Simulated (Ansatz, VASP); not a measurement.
One calculation of As, two programs

Contents of INCAR:

```
SYSTEM = As
  ALGO = Normal
  EDIFF = 1E-7
  ENCUT = 520
  GGA = PE
  ISIF = 2
  ISMEAR = -1
  LASPH = .True.
  LCHARG = .True.
  LELF = .True.
  LREAL = .False.
  LVHAR = .True.
  LWAVE = .False.
  NBANDS = 8
  NELM = 100
  PREC = Accurate
  SIGMA = 0.05
```

File KPOINTS:

```
k-points
0
Gamma
  16 16 16
  0 0 0
```

Contents of POSCAR:

```
As
1.0
   -1.6612237308      1.6612237308      1.6612237308
    1.6612237308     -1.6612237308      1.6612237308
    1.6612237308      1.6612237308     -1.6612237308
As
1
Direct
    0.0000000000      0.0000000000      0.0000000000
```

Input for Ansatz:

```yaml
crystal:
  lattice:
    - [-1.6612237308, 1.6612237308, 1.6612237308]
    - [1.6612237308, -1.6612237308, 1.6612237308]
    - [1.6612237308, 1.6612237308, -1.6612237308]
  atoms:
    - { symbol: As, position: [0.0, 0.0, 0.0] }
kpoints:
  mp_grid: { grid: [16, 16, 16] }
scf:
  occupations: { method: fermi_dirac, width: 0.05 }
hamiltonian:
  xc: pbe
  pseudopotentials: { kind: all_electron, lapw: { basis_error: 0.00025 } }
output:
  forces: true
  stress: true
  eigenvalues: true
```

Change from the starting cell: volume scaled by 0.96.

Alike in both runs: task single point; functional PBE; k mesh 16 × 16 × 16; occupations fermi-dirac, width 0.05 eV; no spin polarisation.

|  | VASP | Ansatz |
| --- | --- | --- |
| version | VASP 6.6.1 | Ansatz 0.2.0 |
| potentials or method | VASP PAW PBE potentials, release 64 (As), cutoff 520 eV | all-electron LAPW, scalar-relativistic |

|  | VASP | Ansatz | Ansatz less VASP |
| --- | --- | --- | --- |
| pressure (GPa) | 3.5 | 3.4 | -0.09 |

Ansatz ran all-electron here, and VASP with PAW potentials.
